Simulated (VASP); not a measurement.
A run of VASP 6.6.1 is set up as follows.

File INCAR:

```
SYSTEM = Ir
PREC     = Accurate       ! precision mode
ENCUT    = 520            ! plane-wave cutoff, eV
EDIFF    = 1E-6           ! SCF threshold, eV
ISMEAR   = -1             ! smearing method
SIGMA    = 0.05           ! smearing width, eV
LREAL    = .False.        ! projectors in reciprocal space
LASPH    = .True.         ! aspherical terms in the spheres
NELM     = 150            ! most SCF steps
ALGO     = Normal         ! electronic algorithm
ISIF     = 2              ! what is computed and relaxed
LWAVE    = .False.        ! write WAVECAR
LCHARG   = .False.        ! write CHGCAR
MAGMOM   = 0 0 1          ! initial moments
LORBIT   = 11             ! projections on sites
LSORBIT  = .True.         ! spin-orbit coupling
GGA_COMPAT= .False.      
LORBMOM  = .True.       
LMAXMIX  = 4              ! l up to which the mixer works
GGA      = PE             ! functional
NBANDS   = 20             ! bands
```

File KPOINTS:

```
Automatic mesh
0
Gamma
  14 14 14
  0 0 0
```

POSCAR

```
Ir
1.0
    0.0000000000      1.9357313510      1.9357313510
    1.9357313510      0.0000000000      1.9357313510
    1.9357313510      1.9357313510      0.0000000000
Ir
1
Direct
    0.0000000000      0.0000000000      0.0000000000
```

Potentials or basis: VASP PAW PBE potentials, release 64 (Ir).

Launch:

```console
$ cat potpaw_PBE.64/Ir/POTCAR > POTCAR
$ mpirun -np 1 vasp_ncl > vasp.out
```

Q: Predict the pressure.

A: 1.6 GPa.

Q: What does it give for the net moment?

A: 0.00 μB per cell.

Moments on the atoms (μB; x, y, z):
```
Ir  0.00 0.00 0.00
```
